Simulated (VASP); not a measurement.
Input of a VASP 6.6.1 run:

Contents of INCAR:

```
SYSTEM = ZnCu2SnS4
PREC = Accurate ; ENCUT = 520
EDIFF = 1E-6 ; ISMEAR = 0
SIGMA = 0.03 ; LREAL = .FALSE.
LASPH = .TRUE. ; NELM = 80
ALGO = Normal ; ISIF = 2
LWAVE = .FALSE. ; LCHARG = .FALSE.
LMAXMIX = 4 ; METAGGA = R2SCAN
LMIXTAU = .TRUE. ; NBANDS = 46
KPAR = 4
```

The input KPOINTS:

```
Automatic mesh
0
G
  10 10 10
  0 0 0
```

Contents of POSCAR:

```
ZnCu2SnS4                               
1.0
   -2.6902781645      2.6902781738      5.3774036620
    2.6902781645     -2.6902781738      5.3774036620
    2.6902781738      2.6902781645     -5.3774036620
  Zn              Cu              Sn              S             
     1     2     1     4
Direct
     0.2500000000000000    0.7500000000000000    0.5000000000000000
     1.0000000000000000    1.0000000000000000    1.0000000000000000
     0.7500000000000000    0.2500000000000000    0.5000000000000000
     0.5000000000000000    0.5000000000000000    1.0000000000000000
     0.3705663334532039    0.8976937955304338    0.0086890794957681
     0.1023062044695662    0.1109952839653343    0.4728725379227772
     0.8890047160346657    0.3618772539574429    0.9913109205042319
     0.6381227460425571    0.6294336665467961    0.5271274620772228
```

KPOINTS_OPT

```
explicit points
173
Reciprocal
 0.0000000000  0.0000000000  0.0000000000 1
 0.0000000000  0.0000000000  0.0357142857 1
 0.0000000000  0.0000000000  0.0714285714 1
 0.0000000000  0.0000000000  0.1071428571 1
 0.0000000000  0.0000000000  0.1428571429 1
 0.0000000000  0.0000000000  0.1785714286 1
[... 165 lines left out ...]
-0.1254335710  0.1254335710  0.5000000000 1
 0.5000000000  0.5000000000 -0.1254335710 1
```

Potentials or basis: VASP PAW PBE potentials, release 64 (Zn, Cu, Sn_d, S).

The run is started by

```sh
$ cat potpaw_PBE.64/Zn/POTCAR potpaw_PBE.64/Cu/POTCAR potpaw_PBE.64/Sn_d/POTCAR potpaw_PBE.64/S/POTCAR > POTCAR
$ mpirun -np 4 vasp_std > vasp.out
```

Task: What does it give for the band gap on the k mesh?

Result: 0.48 eV.

Task: What does it give for the pressure?

Result: 1.3 GPa.

Task: What does it give for the band gap along the path?

Result: 0.48 eV.

Forces in eV/Å, atoms in the order of the input:
```
Zn   0.000  0.000  0.000
Cu   0.000  0.000  0.000
Cu   0.000  0.000  0.000
Sn   0.000  0.000  0.000
S   -0.182  0.073 -0.083
S    0.073  0.182  0.083
S    0.182 -0.073 -0.083
S   -0.073 -0.182  0.083
```

Caveat: the PAW data sets were made with another functional, which shifts forces and pressure a little; spin-orbit coupling is left out, which moves the levels of the heavy elements.
